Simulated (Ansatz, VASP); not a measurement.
One calculation of SnO, two programs

```
Sn O
1.0
     3.30468    0.00000    0.00000
     0.00000    5.58899    0.00000
     0.00000    0.00000    4.22197
Sn O
2 2
Direct
  0.00000 0.23191 0.51314
  0.50000 0.76809 0.01314
  0.00000 0.89125 0.73686
  0.50000 0.10875 0.23686
```

Change from the starting cell: strain -0.0150 x Voigt [1, 1, 0, 0, 0, 0], atoms carried along.

Alike in both runs: task single point; functional PBEsol; dispersion D3(BJ); k mesh 8 × 6 × 6; occupations gaussian, width 0.05 eV; no spin polarisation.

|  | VASP | Ansatz |
| --- | --- | --- |
| version | VASP 6.6.1 | Ansatz 0.2.0 |
| potentials or method | VASP PAW PBE potentials, release 64 (Sn_d, O), cutoff 520 eV | scalar-relativistic, plane waves, PAW |
| valence electrons in the cell | 40 | 40 |

Ansatz gave:

* gap on the k mesh at the Fermi level (eV): 1.29
* least direct gap on the mesh (eV): 1.88
* pressure (GPa): -2.2
* traceless stress, the component that is largest in VASP (GPa): 0.46
* rms of the force components (eV/Å): 0.039

Problem. Estimate VASP's values.

Solution. gap on the k mesh at the Fermi level (eV): 1.28; least direct gap on the mesh (eV): 1.87; pressure (GPa): -2.0; traceless stress, the component that is largest in VASP (GPa): 0.50; rms of the force components (eV/Å): 0.061.

VASP's potentials were made for PBE, not for PBEsol. Atom by atom the forces differ by 0.036 eV/Å (rms over components).
